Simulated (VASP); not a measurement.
Input of a VASP 6.6.1 run:

File INCAR:

```
SYSTEM = MgS
  PREC = Accurate
  ENCUT = 520
  EDIFF = 1E-6
  ISMEAR = 0
  SIGMA = 0.02
  LREAL = .False.
  LASPH = .True.
  NELM = 80
  ALGO = Normal
  ISIF = 2
  LWAVE = .False.
  LCHARG = .False.
  GGA = PE
  NBANDS = 16
```

KPOINTS

```
Automatic mesh
0
Gamma
  6 6 4
  0 0 0
```

File POSCAR:

```
MgS
1.0
    4.3516226893      0.0000000000      0.0000000000
   -2.1758113447      3.7686157967      0.0000000000
    0.0000000000      0.0000000000      6.3587730575
Mg S
2 2
Direct
    0.6666666700      0.3333333300      0.5190746789
    0.3333333300      0.6666666700      1.0190746789
    0.3333333300      0.6666666700      0.3559243211
    0.6666666700      0.3333333300      0.8559243211
```

Potentials or basis: VASP PAW PBE potentials, release 64 (Mg, S).

Launch:

```sh
$ cat potpaw_PBE.64/Mg/POTCAR potpaw_PBE.64/S/POTCAR > POTCAR
$ mpirun -np 1 vasp_std > vasp.out
```

Question: Predict the pressure.

Answer: 0.0 GPa.

Question: Predict the band gap on the k mesh.

Answer: 2.83 eV, direct.

Question: Estimate the largest force.

Answer: 3.283 eV/Å.

Stress tensor (GPa, compression positive):
```
-7.39  0.00  0.00
 0.00 -7.39  0.00
 0.00  0.00 14.64
```

Caveat: the cell differs from its parent crystal (strained); forces of over 1 eV/Å act on the atoms, so gaps and moduli don't describe the material at rest.
